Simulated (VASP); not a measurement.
# TePb (I4/mmm) in VASP: notebook

TePb is run at these levels: PBE; tasks: single point.

Program: VASP 6.6.1. These are calculated values, not measurements. Logs are shortened: lines on timing, memory, paths and dates and some standing lists are left out, and cuts for length are marked.

## Step 1: The cell of the first run

Symmetry: I4/mmm, No. 139, tetragonal system. The conventional cell has a = 4.621 Å, b = 4.621 Å, c = 6.274 Å, α = 90.00°, β = 90.00°, γ = 90.00°. Within 4.1 Å of Pb (site symmetry 4/mmm) lie 6 Te at 3.14 to 3.27 Å. Te (site symmetry 4/mmm) has 6 Pb at 3.14 to 3.27 Å within 4.1 Å.

## Step 2: Single point, PBE (uniaxial z strain -4.0%)

The input, INCAR:

```
SYSTEM = TePb
  PREC = Accurate
  ENCUT = 520
  EDIFF = 1E-6
  ISMEAR = 0
  SIGMA = 0.01
  LREAL = .False.
  LASPH = .True.
  NELM = 80
  ALGO = Normal
  ISIF = 2
  LWAVE = .False.
  LCHARG = .False.
  GGA = PE
  NBANDS = 17
```

The input, KPOINTS:

```
Automatic mesh
0
Gamma
  4 4 4
  0 0 0
```

The input, POSCAR:

```
TePb
1.0
    0.0000000000      3.2678368488      3.1371233749
    3.2678368488      0.0000000000      3.1371233749
    3.2678368488      3.2678368488      0.0000000000
Pb Te
1 1
Direct
    0.0000000000      0.0000000000      0.0000000000
    0.5000000000      0.5000000000      0.5000000000
```

Potentials or basis: VASP PAW PBE potentials, release 64 (Pb_d, Te).

The run is started by

```sh
cat potpaw_PBE.64/Pb_d/POTCAR potpaw_PBE.64/Te/POTCAR > POTCAR
mpirun -np 1 vasp_std > vasp.out
```

OUTCAR:

```text
SYSTEM = TePb
   PREC = Accurate
   ENCUT = 520
   EDIFF = 1E-6
   ISMEAR = 0
   LREAL = .False.
   LASPH = .True.
   NELM = 80
   ISIF = 2
   GGA = PE

 ion  position               nearest neighbor table
   1  0.000  0.000  0.000-   2 3.14   2 3.14   2 3.27   2 3.27   2 3.27   2 3.27
   2  0.500  0.500  0.500-   1 3.14   1 3.14   1 3.27   1 3.27   1 3.27   1 3.27

  LATTYP: Found a body centered tetragonal cell.
 ALAT       =     4.6214191912
 C/A-ratio  =     1.3576450199

  Lattice vectors:

 A1 = (   0.0000000000,  -3.2678368488,  -3.1371233749)
 A2 = (   0.0000000000,   3.2678368488,  -3.1371233749)
 A3 = (   3.2678368488,   0.0000000000,   3.1371233749)

Analysis of symmetry for initial positions (statically):
=====================================================================
 Subroutine PRICEL returns:
 Original cell was already a primitive cell.

 Routine SETGRP: Setting up the symmetry group for a
 body centered tetragonal supercell.

 Subroutine GETGRP returns: Found 16 space group operations
 (whereof 16 operations were pure point group operations)
 out of a pool of 16 trial point group operations.

The static configuration has the point symmetry D_4h.

Analysis of symmetry for dynamics (positions and initial velocities):
=====================================================================
 Subroutine PRICEL returns:
 Original cell was already a primitive cell.

 Routine SETGRP: Setting up the symmetry group for a
 body centered tetragonal supercell.

 Subroutine GETGRP returns: Found 16 space group operations
 (whereof 16 operations were pure point group operations)
 out of a pool of 16 trial point group operations.

The dynamic configuration has the point symmetry D_4h.

 Subroutine INISYM returns: Found 16 space group operations
 (whereof 16 operations are pure point group operations),
 and found     1 'primitive' translations

----------------------------------------------------------------------------------------

                                     Primitive cell

  volume of cell :      67.0012

  direct lattice vectors                    reciprocal lattice vectors
     0.000000000  3.267836849  3.137123375    -0.153006415  0.153006415  0.159381682
     3.267836849  0.000000000  3.137123375     0.153006415 -0.153006415  0.159381682
     3.267836849  3.267836849  0.000000000     0.153006415  0.153006415 -0.159381682

  length of vectors
     4.529933856  4.529933856  4.621419191     0.268746063  0.268746063  0.268746063

  position of ions in fractional coordinates (direct lattice)
     0.000000000  0.000000000  0.000000000
     0.500000000  0.500000000  0.500000000

  ion indices of the primitive-cell ions
   primitive index   ion index
                 1           1
                 2           2

----------------------------------------------------------------------------------------

 KPOINTS: Automatic mesh

Automatic generation of k-mesh.
 Grid dimensions read from file:
 generate k-points for:    4    4    4

 Generating k-lattice:

  Cartesian coordinates                     Fractional coordinates (reciprocal lattice)
    -0.038251604  0.038251604  0.039845420     0.250000000  0.000000000  0.000000000
     0.038251604 -0.038251604  0.039845420     0.000000000  0.250000000  0.000000000
     0.038251604  0.038251604 -0.039845420    -0.000000000 -0.000000000  0.250000000

  Length of vectors
     0.067186516  0.067186516  0.067186516

  Shift w.r.t. Gamma in fractional coordinates (k-lattice)
     0.000000000  0.000000000  0.000000000

 Subroutine IBZKPT returns following result:
 ===========================================

 Found     13 irreducible k-points:

 Following reciprocal coordinates:
            Coordinates               Weight
  0.000000  0.000000  0.000000      1.000000
  0.250000  0.000000  0.000000      8.000000
  0.500000  0.000000  0.000000      4.000000
  0.250000  0.250000  0.000000      2.000000
  0.500000  0.250000  0.000000      8.000000
 -0.250000  0.250000  0.000000      4.000000
  0.500000  0.500000  0.000000      1.000000
  0.250000  0.000000  0.250000      4.000000
  0.500000  0.000000  0.250000     16.000000
 -0.250000  0.000000  0.250000      8.000000
 -0.250000  0.500000  0.250000      4.000000
  0.500000  0.000000  0.500000      2.000000
 -0.250000  0.250000  0.500000      2.000000
   k-points           NKPTS =     13   k-points in BZ     NKDIM =     13   number of bands    NBANDS=     17
   number of dos      NEDOS =    301   number of ions     NIONS =      2
   total plane-waves  NPLWV =  46656
   dimension x,y,z NGX =    36 NGY =   36 NGZ =   36
   dimension x,y,z NGXF=    72 NGYF=   72 NGZF=   72
   ions per type =               1   1
   NGX,Y,Z   is equivalent  to a cutoff of  13.21, 13.21, 12.95 a.u.
   NGXF,Y,Z  is equivalent  to a cutoff of  26.42, 26.42, 25.90 a.u.
 SYSTEM =  TePb
   PREC   = accura    normal or accurate (medium, high low for compatibility)
   ISTART =      0    job   : 0-new  1-cont  2-samecut
   ICHARG =      2    charge: 1-file 2-atom 10-const
   ISPIN  =      1    spin polarized calculation?
   LNONCOLLINEAR =      F non collinear calculations
   LSORBIT =      F    spin-orbit coupling
   LASPH  =      T    aspherical Exc in radial PAW
   ENCUT  =  520.0 eV  38.22 Ry    6.18 a.u.   8.42  8.42  8.59*2*pi/ulx,y,z
   NELM   =     80;   NELMIN=  2; NELMDL= -5     # of ELM steps
   EDIFF  = 0.1E-05   stopping-criterion for ELM
   LREAL  =      F    real-space projection
   EDIFFG = 0.1E-04   stopping-criterion for IOM
   NSW    =      0    number of steps for IOM
   IBRION =     -1    ionic relax: 0-MD 1-quasi-New 2-CG
   NFREE  =      0    steps in history (QN), initial steepest desc. (CG)
   ISIF   =      2    stress and relaxation
   ISYM   =      2    0-nonsym 1-usesym 2-fastsym
   POTIM  = 0.5000    time-step for ionic-motion
   TEBEG  =    0.0;   TEEND  =   0.0 temperature during run
   PSTRESS=    0.0 pullay stress
   NELECT =      20.0000    total number of electrons
   NUPDOWN=      -1.0000    fix difference up-down
   EMIN   =  10.00;   EMAX   =-10.00  energy-range for DOS
   EFERMI =   0.00;   METHOD = LEGACY
   ISMEAR =     0;   SIGMA  =   0.01  broadening in eV -4-tet -1-fermi 0-gaus
   EFERMI_NEDOS =   21; number of points for ismear=-14 and -15
   IALGO  =     38    algorithm
   IMIX   =      4    mixing-type and parameters
     AMIX     =   0.40;   BMIX     =  1.00
     AMIX_MAG =   1.60;   BMIX_MAG =  1.00
  volume/ion in A,a.u.               =      33.50       226.07
  Fermi-wavevector in a.u.,A,eV,Ry     =   1.094101  2.067551 16.286947  1.197057
  Thomas-Fermi vector in A             =   2.230399
   LORBIT       =      0    0 simple, 1 ext, 2 COOP (PROOUT), +10 PAW based schemes
   GGA     = PE    functional components
   LHFCALC =     F    Hartree Fock is set to
   AEXX    =    0.0000 exact exchange contribution
   IVDW    =     0    specifies the selected vdW correction
   LEPSILON=     F    determine dielectric tensor
   LRPA    =     F    only Hartree local field effects (RPA)
 non-spin polarized calculation
 Gauss-broadening in eV      SIGMA  =   0.01
  energy-cutoff  :      520.00
  volume of cell :       67.00
 maximum number of plane-waves:      1820
 NGX is ok and might be reduce to    36
   NGX = 17   NGY = 17   NGZ = 17

 number of electron      20.0000003 magnetization

 Free energy of the ion-electron system (eV)
  ---------------------------------------------------
  ext. energy  EPLUGINS =         0.00000000
  ---------------------------------------------------
  free energy    TOTEN  =        -7.45347813 eV

  energy without entropy =       -7.45347813  energy(sigma->0) =       -7.45347813

 E-fermi :   5.8734     XC(G=0):  -9.3322

 val. band max:        5.7671095252   @ k =   0.5000   0.0000   0.0000
 cond. band min:       6.3989950509   @ k =   0.5000   0.0000   0.0000
 fundamental gap:      0.6318855257
 Fermi energy:         5.8734114749

 k-point     1 :       0.0000    0.0000    0.0000
  band No.  band energies     occupation
      1     -11.0354      2.00000
      2     -11.0255      2.00000
      3     -11.0246      2.00000
      4     -11.0159      2.00000
      5     -11.0159      2.00000
      6      -6.3730      2.00000
[... 9 lines left out ...]
     16      11.6622      0.00000
     17      13.0401      0.00000

 k-point     2 :       0.2500    0.0000    0.0000
  band No.  band energies     occupation
      1     -11.0406      2.00000
      2     -11.0345      2.00000
      3     -11.0211      2.00000
      4     -11.0102      2.00000
      5     -11.0071      2.00000
      6      -5.8481      2.00000
[... 9 lines left out ...]
     16      12.6063      0.00000
     17      15.7242      0.00000

 k-point     3 :       0.5000    0.0000    0.0000
  band No.  band energies     occupation
      1     -11.0472      2.00000
      2     -11.0437      2.00000
      3     -11.0193      2.00000
      4     -11.0026      2.00000
      5     -10.9968      2.00000
      6      -4.9173      2.00000
[... 9 lines left out ...]
     16      15.0820      0.00000
     17      15.0919      0.00000

 k-point     4 :       0.2500    0.2500    0.0000
  band No.  band energies     occupation
      1     -11.0525      2.00000
      2     -11.0303      2.00000
      3     -11.0285      2.00000
      4     -11.0022      2.00000
      5     -11.0022      2.00000
      6      -5.6136      2.00000
[... 9 lines left out ...]
     16      14.1094      0.00000
     17      14.2954      0.00000
[... 123 lines left out ...]
      1     -11.0786      2.00000
      2     -11.0317      2.00000
      3     -11.0202      2.00000
      4     -11.0067      2.00000
      5     -10.9865      2.00000
      6      -4.4864      2.00000
[... 9 lines left out ...]
     16      16.7288      0.00000
     17      17.3644      0.00000

 k-point    12 :       0.5000    0.0000    0.5000
  band No.  band energies     occupation
      1     -11.0946      2.00000
      2     -11.0255      2.00000
      3     -11.0170      2.00000
      4     -11.0033      2.00000
      5     -10.9860      2.00000
      6      -4.7601      2.00000
[... 9 lines left out ...]
     16      16.6741      0.00000
     17      16.9717      0.00000

 k-point    13 :      -0.2500    0.2500    0.5000
  band No.  band energies     occupation
      1     -11.0709      2.00000
      2     -11.0323      2.00000
      3     -11.0067      2.00000
      4     -11.0067      2.00000
      5     -11.0034      2.00000
      6      -4.5578      2.00000
[... 9 lines left out ...]
     16      16.3531      0.00000
     17      16.4022      0.00000

------------------------ aborting loop because EDIFF is reached ----------------------------------------

  FORCE on cell =-STRESS in cart. coord.  units (eV):
  Direction    XX          YY          ZZ          XY          YZ          ZX
  --------------------------------------------------------------------------------------
  -------------------------------------------------------------------------------------
  Total        0.2705039      0.2705039      2.8174014      0.0000000     -0.0000000     -0.0000000
  in kB        6.4684744      6.4684744     67.3716181      0.0000000     -0.0000000     -0.0000000
  external PRESSURE =      26.7695223 kB  Pullay stress =       0.0000000 kB

 VOLUME and BASIS-vectors are now :
 -----------------------------------------------------------------------------
  energy-cutoff  :      520.00
  volume of cell :       67.00
      direct lattice vectors                 reciprocal lattice vectors
     0.000000000  3.267836849  3.137123375    -0.153006415  0.153006415  0.159381682
     3.267836849  0.000000000  3.137123375     0.153006415 -0.153006415  0.159381682
     3.267836849  3.267836849  0.000000000     0.153006415  0.153006415 -0.159381682

 POSITION                                       TOTAL-FORCE (eV/Angst)
 -----------------------------------------------------------------------------------
      0.00000      0.00000      0.00000         0.000000      0.000000     -0.000000
      3.26784      3.26784      3.13712         0.000000      0.000000      0.000000
 -----------------------------------------------------------------------------------
    total drift:                               -0.000000      0.000000      0.000000

  FREE ENERGIE OF THE ION-ELECTRON SYSTEM (eV)
  ---------------------------------------------------
  free  energy   TOTEN  =        -7.4534781264 eV

  energy  without entropy=       -7.4534781264  energy(sigma->0) =       -7.45347813
```

It took 16 s on 1 thread of Intel Xeon Platinum 8259CL at 2.50GHz (Skylake/Cascade Lake), shared host; peak memory 0.2 GiB.

Results:

```
Free energy            : -7.4535 eV
Pressure               : 2.7 GPa
Band gap on the k mesh : 0.63 eV, direct
```

Levels at points of the mesh, in eV from the valence-band top:
```tsv
k point	band 7	band 8	band 9	band 10	band 11	band 12	band 13	band 14
(0.00, 0.00, 0.00)	-5.62	-1.71	-1.29	-1.29	3.72	3.72	4.69	5.65
(0.50, 0.00, 0.00)	-8.69	-1.02	-0.93	0.00	0.63	1.11	1.33	8.33
(0.50, 0.50, 0.00)	-7.55	-4.67	-2.96	-2.96	3.12	5.34	5.34	7.10
(0.50, 0.00, 0.50)	-7.25	-4.59	-3.09	-2.64	3.25	4.99	6.04	6.50
```

Caveat: the k points lie up to 0.42 Å⁻¹ apart; the cell differs from its parent crystal (uniaxial z strain -4.0%); spin-orbit coupling is left out, which moves the levels of the heavy elements.

## Step 3: Single point, PBE (uniaxial z strain -3.0%)

The input, INCAR:

```
ALGO     = Normal         # electronic algorithm
EDIFF    = 1E-6           # SCF threshold, eV
ENCUT    = 520            # plane-wave cutoff, eV
GGA      = PE             # functional
ISIF     = 2              # what is computed and relaxed
ISMEAR   = 0              # smearing method
LASPH    = T              # aspherical terms in the spheres
LCHARG   = T              # write CHGCAR
LELF     = T              # ELF
LREAL    = F              # projectors in reciprocal space
LVHAR    = T            
LWAVE    = F              # write WAVECAR
NBANDS   = 17             # bands
NELM     = 100            # most SCF steps
PREC     = Accurate       # precision mode
SIGMA    = 0.01           # smearing width, eV
```

The input, KPOINTS:

```
k-points
0
Gamma
  4 4 4
```

The input, POSCAR:

```
TePb
1.0
    0.0000000000      3.2678368488      3.1698017434
    3.2678368488      0.0000000000      3.1698017434
    3.2678368488      3.2678368488      0.0000000000
Pb Te
1 1
Direct
    0.0000000000      0.0000000000      0.0000000000
    0.5000000000      0.5000000000      0.5000000000
```

Potentials or basis: VASP PAW PBE potentials, release 64 (Pb_d, Te).

The run is started by

```sh
cat potpaw_PBE.64/Pb_d/POTCAR potpaw_PBE.64/Te/POTCAR > POTCAR
mpirun -np 1 vasp_std > vasp.out
```

Run time: 16 s. Hardware: 1 thread of Intel Xeon Platinum 8259CL at 2.50GHz (Skylake/Cascade Lake), shared host; peak memory 0.2 GiB.

It converged, with:

- Free energy: -7.4790 eV
- Pressure: 2.1 GPa
- Band gap on the k mesh: 0.69 eV, direct

Stress tensor (GPa, compression positive):
```
0.63 0.00 0.00
0.00 0.63 0.00
0.00 0.00 4.90
```

Levels at points of the mesh, in eV from the valence-band top:
| k point | band 8 | band 9 | band 10 | band 11 | band 12 | band 13 |
| --- | --- | --- | --- | --- | --- | --- |
| (0.00, 0.00, 0.00) | -1.57 | -1.26 | -1.26 | 3.81 | 3.81 | 4.53 |
| (0.50, 0.00, 0.00) | -0.95 | -0.88 | 0.00 | 0.69 | 1.19 | 1.34 |
| (0.50, 0.50, 0.00) | -4.54 | -2.85 | -2.85 | 3.21 | 5.35 | 5.35 |
| (0.50, 0.00, 0.50) | -4.48 | -2.95 | -2.62 | 3.31 | 5.10 | 5.87 |

Caveat: the k points lie up to 0.42 Å⁻¹ apart; the cell differs from its parent crystal (uniaxial z strain -3.0%); spin-orbit coupling is left out, which moves the levels of the heavy elements.

## Step 4: Single point, PBE (uniaxial z strain -4.0%)

The input, INCAR:

```
PREC = Accurate
ENCUT = 520
EDIFF = 1E-6
ISMEAR = -1
SIGMA = 0.02
LREAL = F
LASPH = T
NELM = 100
ALGO = Normal
ISIF = 2
LWAVE = F
LCHARG = F
GGA = PE
NBANDS = 17
```

The input, KPOINTS:

```
regular mesh
0
Gamma
  8 8 8
```

The input, POSCAR:

```
TePb
1.0
    0.0000000000      3.2678368488      3.1371233749
    3.2678368488      0.0000000000      3.1371233749
    3.2678368488      3.2678368488      0.0000000000
Pb Te
1 1
Direct
    0.0000000000      0.0000000000      0.0000000000
    0.5000000000      0.5000000000      0.5000000000
```

The run is started by

```sh
cat potpaw_PBE.64/Pb_d/POTCAR potpaw_PBE.64/Te/POTCAR > POTCAR
mpirun -np 1 vasp_std > vasp.out
```

Wall time 52 s (1 thread of Intel Xeon Platinum 8259CL at 2.50GHz (Skylake/Cascade Lake), shared host); peak memory 0.24 GiB.

Results (log left out):

- Free energy: -7.4637 eV
- Pressure: 2.6 GPa
- Band gap on the k mesh: 0.63 eV, direct

Stress tensor (GPa, compression positive):
```
0.79 0.00 0.00
0.00 0.79 0.00
0.00 0.00 6.36
```

Levels at points of the mesh, in eV from the valence-band top:
| k point | band 6 | band 7 | band 8 | band 9 | band 10 | band 11 | band 12 | band 13 | band 14 | band 15 |
| --- | --- | --- | --- | --- | --- | --- | --- | --- | --- | --- |
| (0.00, 0.00, 0.00) | -12.14 | -5.62 | -1.71 | -1.29 | -1.29 | 3.72 | 3.72 | 4.69 | 5.65 | 5.65 |
| (0.50, 0.00, 0.00) | -10.69 | -8.69 | -1.03 | -0.94 | 0.00 | 0.63 | 1.11 | 1.33 | 8.33 | 8.96 |
| (0.50, 0.50, 0.00) | -10.24 | -7.55 | -4.67 | -2.96 | -2.96 | 3.12 | 5.34 | 5.34 | 7.10 | 10.01 |
| (0.50, 0.00, 0.50) | -10.53 | -7.25 | -4.59 | -3.09 | -2.65 | 3.25 | 4.99 | 6.04 | 6.50 | 9.85 |

Caveat: the cell differs from its parent crystal (uniaxial z strain -4.0%); spin-orbit coupling is left out, which moves the levels of the heavy elements. A k mesh can miss the band edges.

## Step 5: Single point, PBE (uniaxial z strain -3.0%)

The input, INCAR:

```
  PREC = Accurate
  ENCUT = 520
  EDIFF = 1E-7
  ISMEAR = -1
  SIGMA = 0.02
  LREAL = F
  LASPH = T
  NELM = 100
  ALGO = Normal
  ISIF = 2
  LWAVE = F
  LCHARG = F
  GGA = PE
  NBANDS = 17
```

The input, KPOINTS:

```
Automatic mesh
0
Gamma
  8 8 8
```

The input, POSCAR:

```
TePb
1.0
    0.0000000000      3.2678368488      3.1698017434
    3.2678368488      0.0000000000      3.1698017434
    3.2678368488      3.2678368488      0.0000000000
Pb Te
1 1
Direct
    0.0000000000      0.0000000000      0.0000000000
    0.5000000000      0.5000000000      0.5000000000
```

The run is started by

```sh
cat potpaw_PBE.64/Pb_d/POTCAR potpaw_PBE.64/Te/POTCAR > POTCAR
mpirun -np 1 vasp_std > vasp.out
```

It took 55 s on 1 thread of Intel Xeon Platinum 8259CL at 2.50GHz (Skylake/Cascade Lake), shared host; peak memory 0.24 GiB.

The run converged. Its results:

```yaml
Free_energy: -7.4879 eV
Pressure: 2.1 GPa
Band_gap_on_the_k_mesh: 0.69 eV, direct
```

Stress tensor (GPa, compression positive):
```
0.75 0.00 0.00
0.00 0.75 0.00
0.00 0.00 4.66
```

Levels at points of the mesh, in eV from the valence-band top:
| k point | band 6 | band 7 | band 8 | band 9 | band 10 | band 11 | band 12 | band 13 | band 14 | band 15 |
| --- | --- | --- | --- | --- | --- | --- | --- | --- | --- | --- |
| (0.00, 0.00, 0.00) | -12.02 | -5.63 | -1.57 | -1.26 | -1.26 | 3.81 | 3.81 | 4.53 | 5.72 | 5.72 |
| (0.50, 0.00, 0.00) | -10.60 | -8.60 | -0.95 | -0.88 | 0.00 | 0.69 | 1.19 | 1.34 | 8.35 | 9.04 |
| (0.50, 0.50, 0.00) | -10.21 | -7.46 | -4.54 | -2.86 | -2.86 | 3.21 | 5.35 | 5.35 | 6.96 | 10.03 |
| (0.50, 0.00, 0.50) | -10.42 | -7.24 | -4.48 | -2.95 | -2.62 | 3.31 | 5.10 | 5.87 | 6.52 | 9.93 |

Caveat: the cell differs from its parent crystal (uniaxial z strain -3.0%); spin-orbit coupling is left out, which moves the levels of the heavy elements. A k mesh can miss the band edges.

## Step 6: The runs side by side

| cell | k mesh | smearing | gap on the mesh (eV) | pressure (GPa) |
| --- | --- | --- | --- | --- |
| a = 4.530, b = 4.530, c = 4.621 Å, angles 59.3, 59.3, 61.3°, 2 atoms | 4 × 4 × 4 | gaussian 0.01 eV | 0.63 | 2.7 |
| a = 4.553, b = 4.553, c = 4.621 Å, angles 59.5, 59.5, 61.0°, 2 atoms | 4 × 4 × 4 | gaussian 0.01 eV | 0.69 | 2.1 |
| a = 4.530, b = 4.530, c = 4.621 Å, angles 59.3, 59.3, 61.3°, 2 atoms | 8 × 8 × 8 | fermi-dirac 0.02 eV | 0.63 | 2.6 |
| a = 4.553, b = 4.553, c = 4.621 Å, angles 59.5, 59.5, 61.0°, 2 atoms | 8 × 8 × 8 | fermi-dirac 0.02 eV | 0.69 | 2.1 |

Alike in all rows: task single point; level PBE; potentials or basis VASP PAW PBE potentials, release 64 (Pb_d, Te); no spin polarisation; cutoff (eV) 520.

Caveats: some runs use coarse meshes; spin-orbit coupling is left out, which moves the levels of the heavy elements.

Total energies depend on the potentials used, so only differences within one code and one set of settings carry meaning.
